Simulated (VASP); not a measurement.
# AlNi (Pm-3m) in VASP: notebook

The runs below take AlNi through single point, with RPBE, PBE, LDA.

Everything below comes from runs of VASP 6.6.1. Logs are shortened: lines on timing, memory, paths and dates and some standing lists are left out, and cuts for length are marked.

### 1 The cell of the first run

Symmetry: Pm-3m, No. 221, cubic system. Conventional cell: a = 2.881 Å, b = 2.881 Å, c = 2.881 Å, α = 90.00°, β = 90.00°, γ = 90.00°. Within 3.3 Å of Al (site symmetry m-3m) lie 8 Ni at 2.50 Å and 6 Al at 2.88 Å. Within 3.3 Å of Ni (site symmetry m-3m) lie 8 Al at 2.50 Å and 6 Ni at 2.88 Å.

### 2 Single point, RPBE, collinear spin, ferromagnetic start

Input file INCAR:

```
SYSTEM = AlNi
PREC     = Accurate       ! precision mode
ENCUT    = 520            ! plane-wave cutoff, eV
EDIFF    = 1E-6           ! SCF threshold, eV
ISMEAR   = -1             ! smearing method
SIGMA    = 0.1            ! smearing width, eV
LREAL    = .FALSE.        ! projectors in reciprocal space
LASPH    = .TRUE.         ! aspherical terms in the spheres
NELM     = 150            ! most SCF steps
ALGO     = Normal         ! electronic algorithm
ISIF     = 2              ! what is computed and relaxed
LWAVE    = .FALSE.        ! write WAVECAR
LCHARG   = .FALSE.        ! write CHGCAR
ISPIN    = 2              ! spin polarisation
MAGMOM   = 0 1            ! initial moments
LORBIT   = 11             ! projections on sites
LMAXMIX  = 4              ! l up to which the mixer works
GGA      = RP             ! functional
NBANDS   = 18             ! bands
```

Input file KPOINTS:

```
regular mesh
0
G
  9 9 9
  0 0 0
```

Input file POSCAR:

```
AlNi
1.0
    2.8810000000      0.0000000000      0.0000000000
    0.0000000000      2.8810000000      0.0000000000
    0.0000000000      0.0000000000      2.8810000000
Al Ni
1 1
Direct
    0.0000000000      0.0000000000      0.0000000000
    0.5000000000      0.5000000000      0.5000000000
```

Potentials or basis: VASP PAW PBE potentials, release 64 (Al, Ni).

On the command line:

```
cat potpaw_PBE.64/Al/POTCAR potpaw_PBE.64/Ni/POTCAR > POTCAR
mpirun -np 1 vasp_std > vasp.out
```

OUTCAR:

```text
SYSTEM = AlNi
   PREC = Accurate
   ENCUT = 520
   EDIFF = 1E-6
   ISMEAR = -1
   LREAL = .FALSE.
   LASPH = .TRUE.
   NELM = 150
   ISIF = 2
   ISPIN = 2
   LORBIT = 11
   GGA = RP

 ion  position               nearest neighbor table
   1  0.000  0.000  0.000-   2 2.50   2 2.50   2 2.50   2 2.50   2 2.50   2 2.50   2 2.50   2 2.50

   2  0.500  0.500  0.500-   1 2.50   1 2.50   1 2.50   1 2.50   1 2.50   1 2.50   1 2.50   1 2.50

  LATTYP: Found a simple cubic cell.
 ALAT       =     2.8810000000

  Lattice vectors:

 A1 = (   2.8810000000,   0.0000000000,   0.0000000000)
 A2 = (   0.0000000000,   2.8810000000,   0.0000000000)
 A3 = (   0.0000000000,   0.0000000000,   2.8810000000)

Analysis of symmetry for initial positions (statically):
=====================================================================
 Subroutine PRICEL returns:
 Original cell was already a primitive cell.

 Routine SETGRP: Setting up the symmetry group for a
 simple cubic supercell.

 Subroutine GETGRP returns: Found 48 space group operations
 (whereof 48 operations were pure point group operations)
 out of a pool of 48 trial point group operations.

The static configuration has the point symmetry O_h .

Analysis of symmetry for dynamics (positions and initial velocities):
=====================================================================
 Subroutine PRICEL returns:
 Original cell was already a primitive cell.

 Routine SETGRP: Setting up the symmetry group for a
 simple cubic supercell.

 Subroutine GETGRP returns: Found 48 space group operations
 (whereof 48 operations were pure point group operations)
 out of a pool of 48 trial point group operations.

The dynamic configuration has the point symmetry O_h .

Analysis of structural, dynamic, and magnetic symmetry:
=====================================================================
 Subroutine PRICEL returns:
 Original cell was already a primitive cell.

 Routine SETGRP: Setting up the symmetry group for a
 simple cubic supercell.

 Subroutine GETGRP returns: Found 48 space group operations
 (whereof 48 operations were pure point group operations)
 out of a pool of 48 trial point group operations.

The overall configuration has the point symmetry O_h .

 Subroutine INISYM returns: Found 48 space group operations
 (whereof 48 operations are pure point group operations),
 and found     1 'primitive' translations

----------------------------------------------------------------------------------------

                                     Primitive cell

  volume of cell :      23.9128

  direct lattice vectors                    reciprocal lattice vectors
     2.881000000  0.000000000  0.000000000     0.347101701  0.000000000  0.000000000
     0.000000000  2.881000000  0.000000000     0.000000000  0.347101701  0.000000000
     0.000000000  0.000000000  2.881000000     0.000000000  0.000000000  0.347101701

  length of vectors
     2.881000000  2.881000000  2.881000000     0.347101701  0.347101701  0.347101701

  position of ions in fractional coordinates (direct lattice)
     0.000000000  0.000000000  0.000000000
     0.500000000  0.500000000  0.500000000

  ion indices of the primitive-cell ions
   primitive index   ion index
                 1           1
                 2           2

----------------------------------------------------------------------------------------

 KPOINTS: regular mesh

Automatic generation of k-mesh.
 Grid dimensions read from file:
 generate k-points for:    9    9    9

 Generating k-lattice:

  Cartesian coordinates                     Fractional coordinates (reciprocal lattice)
     0.038566856  0.000000000  0.000000000     0.111111111  0.000000000  0.000000000
     0.000000000  0.038566856  0.000000000     0.000000000  0.111111111  0.000000000
     0.000000000  0.000000000  0.038566856     0.000000000  0.000000000  0.111111111

  Length of vectors
     0.038566856  0.038566856  0.038566856

  Shift w.r.t. Gamma in fractional coordinates (k-lattice)
     0.000000000  0.000000000  0.000000000

 Subroutine IBZKPT returns following result:
 ===========================================

 Found     35 irreducible k-points:

 Following reciprocal coordinates:
            Coordinates               Weight
  0.000000  0.000000  0.000000      1.000000
  0.111111  0.000000  0.000000      6.000000
  0.222222  0.000000  0.000000      6.000000
  0.333333  0.000000  0.000000      6.000000
  0.444444  0.000000  0.000000      6.000000
  0.111111  0.111111  0.000000     12.000000
[... 16 lines left out ...]
  0.333333  0.333333  0.111111     24.000000
  0.444444  0.333333  0.111111     48.000000
 [... further k-points ...]
   k-points           NKPTS =     35   k-points in BZ     NKDIM =     35   number of bands    NBANDS=     18
   number of dos      NEDOS =    301   number of ions     NIONS =      2
   total plane-waves  NPLWV =  13824
   dimension x,y,z NGX =    24 NGY =   24 NGZ =   24
   dimension x,y,z NGXF=    48 NGYF=   48 NGZF=   48
   ions per type =               1   1
   NGX,Y,Z   is equivalent  to a cutoff of  13.85, 13.85, 13.85 a.u.
   NGXF,Y,Z  is equivalent  to a cutoff of  27.70, 27.70, 27.70 a.u.
 SYSTEM =  AlNi
   PREC   = accura    normal or accurate (medium, high low for compatibility)
   ISTART =      0    job   : 0-new  1-cont  2-samecut
   ICHARG =      2    charge: 1-file 2-atom 10-const
   ISPIN  =      2    spin polarized calculation?
   LNONCOLLINEAR =      F non collinear calculations
   LSORBIT =      F    spin-orbit coupling
   LASPH  =      T    aspherical Exc in radial PAW
   ENCUT  =  520.0 eV  38.22 Ry    6.18 a.u.   5.36  5.36  5.36*2*pi/ulx,y,z
   NELM   =    150;   NELMIN=  2; NELMDL= -5     # of ELM steps
   EDIFF  = 0.1E-05   stopping-criterion for ELM
   LREAL  =      F    real-space projection
   EDIFFG = 0.1E-04   stopping-criterion for IOM
   NSW    =      0    number of steps for IOM
   IBRION =     -1    ionic relax: 0-MD 1-quasi-New 2-CG
   NFREE  =      0    steps in history (QN), initial steepest desc. (CG)
   ISIF   =      2    stress and relaxation
   ISYM   =      2    0-nonsym 1-usesym 2-fastsym
   POTIM  = 0.5000    time-step for ionic-motion
   TEBEG  =    0.0;   TEEND  =   0.0 temperature during run
   PSTRESS=    0.0 pullay stress
   NELECT =      13.0000    total number of electrons
   NUPDOWN=      -1.0000    fix difference up-down
   EMIN   =  10.00;   EMAX   =-10.00  energy-range for DOS
   EFERMI =   0.00;   METHOD = LEGACY
   ISMEAR =    -1;   SIGMA  =   0.10  broadening in eV -4-tet -1-fermi 0-gaus
   EFERMI_NEDOS =   21; number of points for ismear=-14 and -15
   IALGO  =     38    algorithm
   IMIX   =      4    mixing-type and parameters
     AMIX     =   0.40;   BMIX     =  1.00
     AMIX_MAG =   1.60;   BMIX_MAG =  1.00
  volume/ion in A,a.u.               =      11.96        80.69
  Fermi-wavevector in a.u.,A,eV,Ry     =   1.336122  2.524904 24.289410  1.785221
  Thomas-Fermi vector in A             =   2.464773
   LORBIT       =     11    0 simple, 1 ext, 2 COOP (PROOUT), +10 PAW based schemes
   GGA     = RP    functional components
   LHFCALC =     F    Hartree Fock is set to
   AEXX    =    0.0000 exact exchange contribution
   IVDW    =     0    specifies the selected vdW correction
   LEPSILON=     F    determine dielectric tensor
   LRPA    =     F    only Hartree local field effects (RPA)
 spin polarized calculation
  energy-cutoff  :      520.00
  volume of cell :       23.91
 maximum number of plane-waves:       656
 NGX is ok and might be reduce to    24
   NGX = 11   NGY = 11   NGZ = 11

 number of electron      13.0000015 magnetization      -0.0387242

 number of electron      13.0000015 magnetization       0.0004283

 Free energy of the ion-electron system (eV)
  ---------------------------------------------------
  ext. energy  EPLUGINS =         0.00000000
  ---------------------------------------------------
  free energy    TOTEN  =        -9.74349565 eV

  energy without entropy =       -9.71408756  energy(sigma->0) =       -9.72879160

 E-fermi :  10.1520     XC(G=0): -11.9603

 val. band max:       10.0816002008   @ k =   0.3333   0.1111   0.0000
 cond. band min:      10.1958327949   @ k =   0.3333   0.1111   0.1111
 fundamental gap:      0.1142325941
 Fermi energy:        10.1519969492

 spin component 1

 k-point     1 :       0.0000    0.0000    0.0000
  band No.  band energies     occupation
      1      -0.9914      1.00000
      2       6.9072      1.00000
      3       6.9072      1.00000
      4       8.5926      1.00000
      5       8.5926      1.00000
      6       8.5926      1.00000
[... 10 lines left out ...]
     17      33.4249      0.00000
     18      33.4249      0.00000
[... 463 lines left out ...]
 k-point    24 :       0.4444    0.3333    0.1111
  band No.  band energies     occupation
      1       4.1145      1.00000
      2       5.7063      1.00000
      3       7.1306      1.00000
      4       7.6563      1.00000
      5       8.2182      1.00000
      6       8.3637      1.00000
[... 10 lines left out ...]
     17      32.7280      0.00000
     18      36.5912      0.00000

 [... further k-points ...]

 spin component 2

 k-point     1 :       0.0000    0.0000    0.0000
  band No.  band energies     occupation
      1      -0.9915      1.00000
      2       6.9075      1.00000
      3       6.9075      1.00000
      4       8.5928      1.00000
      5       8.5928      1.00000
      6       8.5928      1.00000
[... 10 lines left out ...]
     17      33.4248      0.00000
     18      33.4248      0.00000
[... 463 lines left out ...]
 k-point    24 :       0.4444    0.3333    0.1111
  band No.  band energies     occupation
      1       4.1145      1.00000
      2       5.7063      1.00000
      3       7.1307      1.00000
      4       7.6566      1.00000
      5       8.2184      1.00000
      6       8.3639      1.00000
[... 10 lines left out ...]
     17      32.7280      0.00000
     18      36.5909      0.00000

 [... further k-points ...]

------------------------ aborting loop because EDIFF is reached ----------------------------------------

  FORCE on cell =-STRESS in cart. coord.  units (eV):
  Direction    XX          YY          ZZ          XY          YZ          ZX
  --------------------------------------------------------------------------------------
  -------------------------------------------------------------------------------------
  Total        0.8657071      0.8657071      0.8657071      0.0000000      0.0000000     -0.0000000
  in kB       58.0031779     58.0031779     58.0031779      0.0000000      0.0000000     -0.0000000
  external PRESSURE =      58.0031779 kB  Pullay stress =       0.0000000 kB

 VOLUME and BASIS-vectors are now :
 -----------------------------------------------------------------------------
  energy-cutoff  :      520.00
  volume of cell :       23.91
      direct lattice vectors                 reciprocal lattice vectors
     2.881000000  0.000000000  0.000000000     0.347101701  0.000000000  0.000000000
     0.000000000  2.881000000  0.000000000     0.000000000  0.347101701  0.000000000
     0.000000000  0.000000000  2.881000000     0.000000000  0.000000000  0.347101701

 POSITION                                       TOTAL-FORCE (eV/Angst)
 -----------------------------------------------------------------------------------
      0.00000      0.00000      0.00000         0.000000      0.000000      0.000000
      1.44050      1.44050      1.44050         0.000000      0.000000      0.000000
 -----------------------------------------------------------------------------------
    total drift:                                0.000000      0.000000     -0.000000

  FREE ENERGIE OF THE ION-ELECTRON SYSTEM (eV)
  ---------------------------------------------------
  free  energy   TOTEN  =        -9.7434956498 eV

  energy  without entropy=       -9.7140875558  energy(sigma->0) =       -9.72879160

 total charge

# of ion       s       p       d       tot
------------------------------------------
    1        0.386   0.414   0.000   0.801
    2        0.473   0.518   8.462   9.453
--------------------------------------------------
tot          0.859   0.932   8.462  10.254

 magnetization (x)

# of ion       s       p       d       tot
------------------------------------------
    1        0.000   0.000   0.000   0.000
    2        0.000  -0.000   0.000   0.000
--------------------------------------------------
tot          0.000   0.000   0.000   0.000
```

It took 11 s on 1 thread of Intel Xeon 6975P-C (Granite Rapids), shared host; peak memory 0.15 GiB.

What came out:

* Free energy: -9.7435 eV
* Pressure: 5.8 GPa
* Net moment: 0.00 μB per cell
* Valence electrons inside the program's atomic spheres: Al 0.80; Ni 9.45

Caveat: the PAW data sets were made with another functional, which shifts forces and pressure a little.

### 3 Single point, PBE, collinear spin, ferromagnetic start

Input file INCAR:

```
ALGO = Normal
EDIFF = 1E-6
ENCUT = 520
GGA = PE
ISIF = 2
ISMEAR = -1
ISPIN = 2
LASPH = T
LCHARG = F
LMAXMIX = 4
LORBIT = 11
LREAL = F
LWAVE = F
MAGMOM = 0 1
NBANDS = 18
NELM = 150
PREC = Accurate
SIGMA = 0.1
```

Input file KPOINTS:

```
k-points
0
Gamma
  9 9 9
```

POSCAR is that of step 2.

Potentials or basis: VASP PAW PBE potentials, release 64 (Al, Ni).

On the command line:

```
cat potpaw_PBE.64/Al/POTCAR potpaw_PBE.64/Ni/POTCAR > POTCAR
mpirun -np 1 vasp_std > vasp.out
```

It took 10 s on 1 thread of Intel Xeon 6975P-C (Granite Rapids), shared host; peak memory 0.15 GiB.

Results (log left out):

```
Free energy                                           : -10.5465 eV
Pressure                                              : 2.1 GPa
Net moment                                            : 0.00 μB per cell
Valence electrons inside the program's atomic spheres : Al 0.80; Ni 9.46
```

Levels at points of the mesh, in eV from the Fermi level:
Spin up:
```
           k point  band 2  band 3  band 4  band 5  band 6  band 7  band 8  band 9  band 10  band 11
(0.00, 0.00, 0.00)   -3.24   -3.24   -1.56   -1.56   -1.56    5.50    5.50    5.50     8.12     8.12
```
Spin down:
```
           k point  band 2  band 3  band 4  band 5  band 6  band 7  band 8  band 9  band 10  band 11
(0.00, 0.00, 0.00)   -3.24   -3.24   -1.56   -1.56   -1.56    5.50    5.50    5.50     8.12     8.12
```

(Continued in part 2 of 2.)
